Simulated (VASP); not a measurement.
# BaZrO3 in VASP: settings compared, part 2 of 2

VASP 6.6.1.

## 3. Single point, PBEsol

This run uses another cell than the first one, of 14.61 Å³/atom.

Contents of INCAR:

```
SYSTEM = BaZrO3
  PREC = Accurate
  ENCUT = 520
  EDIFF = 1E-7
  ISMEAR = -1
  SIGMA = 0.02
  LREAL = .False.
  LASPH = .True.
  NELM = 100
  ALGO = Normal
  ISIF = 2
  LWAVE = .False.
  LCHARG = .True.
  GGA = PS
  LELF = .True.
  LVHAR = .True.
  NBANDS = 28
```

Contents of KPOINTS:

```
regular mesh
0
Gamma
  6 6 6
  0 0 0
```

Contents of POSCAR:

```
BaZrO3
1.0
    4.1806850150      0.0000000000      0.0000000000
    0.0000000000      4.1806850150      0.0000000000
    0.0000000000      0.0000000000      4.1806855523
Ba Zr O
1 1 3
Direct
    0.5000000000      0.5000000000      0.5720007739
    0.0000000000      0.0000000000      0.0720018011
    0.0000000000      0.5000000000      0.0719980407
    0.5000000000      0.0000000000      0.0719980407
    0.0000000000      0.0000000000      0.5719983337
```

Potentials or basis: VASP PAW PBE potentials, release 64 (Ba_sv, Zr_sv, O).

Started as:

```console
cat potpaw_PBE.64/Ba_sv/POTCAR potpaw_PBE.64/Zr_sv/POTCAR potpaw_PBE.64/O/POTCAR > POTCAR
mpirun -np 1 vasp_std > vasp.out
```

OUTCAR:

```text
SYSTEM = BaZrO3
   PREC = Accurate
   ENCUT = 520
   EDIFF = 1E-7
   ISMEAR = -1
   LREAL = .False.
   LASPH = .True.
   NELM = 100
   ISIF = 2
   GGA = PS

 ion  position               nearest neighbor table
   1  0.500  0.500  0.572-   3 2.96   4 2.96   4 2.96   3 2.96   5 2.96   5 2.96   5 2.96   5 2.96
                             3 2.96   4 2.96   3 2.96   4 2.96   2 3.62   2 3.62   2 3.62   2 3.62
   2  0.000  0.000  0.072-   5 2.09   4 2.09   3 2.09   3 2.09   4 2.09   5 2.09   1 3.62   1 3.62
                             1 3.62   1 3.62   1 3.62   1 3.62   1 3.62   1 3.62
   3  0.000  0.500  0.072-   2 2.09   2 2.09   1 2.96   1 2.96   1 2.96   1 2.96
   4  0.500  0.000  0.072-   2 2.09   2 2.09   1 2.96   1 2.96   1 2.96   1 2.96
   5  0.000  0.000  0.572-   2 2.09   2 2.09   1 2.96   1 2.96   1 2.96   1 2.96

  LATTYP: Found a simple cubic cell.
 ALAT       =     4.1806850150

  Lattice vectors:

 A1 = (   4.1806850150,   0.0000000000,   0.0000000000)
 A2 = (   0.0000000000,   4.1806850150,   0.0000000000)
 A3 = (   0.0000000000,   0.0000000000,   4.1806855523)

Analysis of symmetry for initial positions (statically):
=====================================================================
[... 178 lines left out ...]
 cond. band min:       6.8112063642   @ k =   0.0000   0.0000   0.0000
 fundamental gap:      3.1220729084
 Fermi energy:         4.1417195798

 k-point     1 :       0.0000    0.0000    0.0000
  band No.  band energies     occupation
      1     -43.1390      2.00000
      2     -21.5287      2.00000
      3     -21.3598      2.00000
      4     -21.3598      2.00000
      5     -21.3598      2.00000
      6     -12.6133      2.00000
[... 609 lines left out ...]
     27      12.9045      0.00000
     28      12.9045      0.00000

------------------------ aborting loop because EDIFF is reached ----------------------------------------

  FORCE on cell =-STRESS in cart. coord.  units (eV):
  Direction    XX          YY          ZZ          XY          YZ          ZX
  --------------------------------------------------------------------------------------
  -------------------------------------------------------------------------------------
  Total        0.5320364      0.5320364      0.5320365      0.0000000     -0.0000000      0.0000000
  in kB       11.6656651     11.6656651     11.6656681      0.0000000     -0.0000000      0.0000000
  external PRESSURE =      11.6656661 kB  Pullay stress =       0.0000000 kB

 VOLUME and BASIS-vectors are now :
 -----------------------------------------------------------------------------
  energy-cutoff  :      520.00
  volume of cell :       73.07
      direct lattice vectors                 reciprocal lattice vectors
     4.180685015  0.000000000  0.000000000     0.239195251  0.000000000  0.000000000
     0.000000000  4.180685015  0.000000000     0.000000000  0.239195251  0.000000000
     0.000000000  0.000000000  4.180685552     0.000000000  0.000000000  0.239195220

 POSITION                                       TOTAL-FORCE (eV/Angst)
 -----------------------------------------------------------------------------------
      2.09034      2.09034      2.39136         0.000000     -0.000000     -0.000000
      0.00000      0.00000      0.30102         0.000000     -0.000000     -0.000000
      0.00000      2.09034      0.30100         0.000000     -0.000000      0.000000
      2.09034      0.00000      0.30100         0.000000     -0.000000      0.000000
      0.00000      0.00000      2.39135         0.000000      0.000000     -0.000000
 -----------------------------------------------------------------------------------
    total drift:                                0.000000     -0.000000      0.032242

  FREE ENERGIE OF THE ION-ELECTRON SYSTEM (eV)
  ---------------------------------------------------
  free  energy   TOTEN  =       -43.6206992192 eV

  energy  without entropy=      -43.6206992192  energy(sigma->0) =      -43.62069922
```

Wall time 50 s (1 thread of Intel Xeon 8259CL, shared host); peak memory 0.2 GiB.

Results:

| Quantity | Value |
| --- | --- |
| Free energy | -43.6207 eV |
| Pressure | 1.2 GPa |
| Band gap on the k mesh | 3.12 eV (least direct gap 3.33 eV) |

Levels at points of the mesh, in eV from the valence-band top:
| k point | band 18 | band 19 | band 20 | band 21 | band 22 | band 23 |
| --- | --- | --- | --- | --- | --- | --- |
| (0.00, 0.00, 0.00) | -0.21 | -0.21 | -0.21 | 3.12 | 3.12 | 3.12 |
| (0.50, 0.00, 0.00) | -1.74 | -0.44 | -0.44 | 3.59 | 5.74 | 5.74 |
| (0.50, 0.50, 0.00) | -0.94 | -0.77 | -0.08 | 5.70 | 5.70 | 6.46 |
| (0.50, 0.50, 0.50) | 0.00 | 0.00 | 0.00 | 5.93 | 5.93 | 5.93 |

Caveat: the PAW data sets were made with another functional, which shifts forces and pressure a little; spin-orbit coupling is left out, which moves the levels of the heavy elements.

## 4. Single point, PBE

Contents of INCAR:

```
SYSTEM = BaZrO3
PREC = Accurate
ENCUT = 520
EDIFF = 1E-6
ISMEAR = -1
SIGMA = 0.02
LREAL = .FALSE.
LASPH = .TRUE.
NELM = 60
ALGO = Normal
ISIF = 2
LWAVE = .FALSE.
LCHARG = .TRUE.
GGA = PE
LELF = .TRUE.
LVHAR = .TRUE.
NBANDS = 28
```

Contents of KPOINTS:

```
Automatic mesh
0
G
  6 6 6
  0 0 0
```

Contents of POSCAR:

```
BaZrO3
1.0
    4.2053390482      0.0000000000      0.0000000000
    0.0000000000      4.2053390482      0.0000000000
    0.0000000000      0.0000000000      4.2053800592
Ba Zr O
1 1 3
Direct
    0.5000000000      0.5000000000      0.5720279748
    0.0000000000      0.0000000000      0.0719925218
    0.0000000000      0.5000000000      0.0719943115
    0.5000000000      0.0000000000      0.0719943115
    0.0000000000      0.0000000000      0.5719878704
```

Started as:

```console
cat potpaw_PBE.64/Ba_sv/POTCAR potpaw_PBE.64/Zr_sv/POTCAR potpaw_PBE.64/O/POTCAR > POTCAR
mpirun -np 1 vasp_std > vasp.out
```

It took 90 s on 1 thread of Intel Xeon 8259CL, shared host; peak memory 0.23 GiB.

The run converged. Its results:

* Free energy: -41.7066 eV
* Pressure: 3.4 GPa
* Band gap on the k mesh: 3.17 eV (least direct gap 3.40 eV)

Levels at points of the mesh, in eV from the valence-band top:
```
           k point  band 17  band 18  band 19  band 20  band 21  band 22  band 23  band 24
(0.00, 0.00, 0.00)    -0.97    -0.24    -0.24    -0.24     3.17     3.17     3.17     4.64
(0.50, 0.00, 0.00)    -1.72    -1.65    -0.47    -0.47     3.60     5.64     5.64     6.39
(0.00, 0.00, 0.50)    -1.72    -1.65    -0.47    -0.47     3.60     5.64     5.64     6.39
(0.50, 0.50, 0.00)    -0.93    -0.93    -0.81    -0.08     5.61     5.61     6.40     6.44
(0.00, 0.50, 0.50)    -0.93    -0.93    -0.81    -0.08     5.61     5.61     6.40     6.44
(0.50, 0.50, 0.50)    -2.53     0.00     0.00     0.00     5.94     5.94     5.94     6.91
```

Caveat: the cell stands under pressure; spin-orbit coupling is left out, which moves the levels of the heavy elements. A k mesh can miss the band edges.

## 5. Summary

| level | spin | cell | smearing | gap on the mesh (eV) | pressure (GPa) |
| --- | --- | --- | --- | --- | --- |
| PBE | non-collinear, zero start, SOC | a = 4.205 Å, 5 atoms | gaussian 0.01 eV | - | 3.4 |
| PBEsol | off | a = 4.181 Å, 5 atoms | fermi-dirac 0.02 eV | 3.12 | 1.2 |
| PBE | off | a = 4.205 Å, 5 atoms | fermi-dirac 0.02 eV | 3.17 | 3.4 |

Alike in all rows: task single point; potentials or basis VASP PAW PBE potentials, release 64 (Ba_sv, Zr_sv, O); k mesh 6 × 6 × 6; cutoff (eV) 520.

Caveats: the cell stands under pressure (at least some runs); spin-orbit coupling is left out, which moves the levels of the heavy elements (at least some runs); the PAW data sets were made with another functional, which shifts forces and pressure a little (at least some runs).

Total energies depend on the potentials used, so only differences within one code and one set of settings carry meaning.
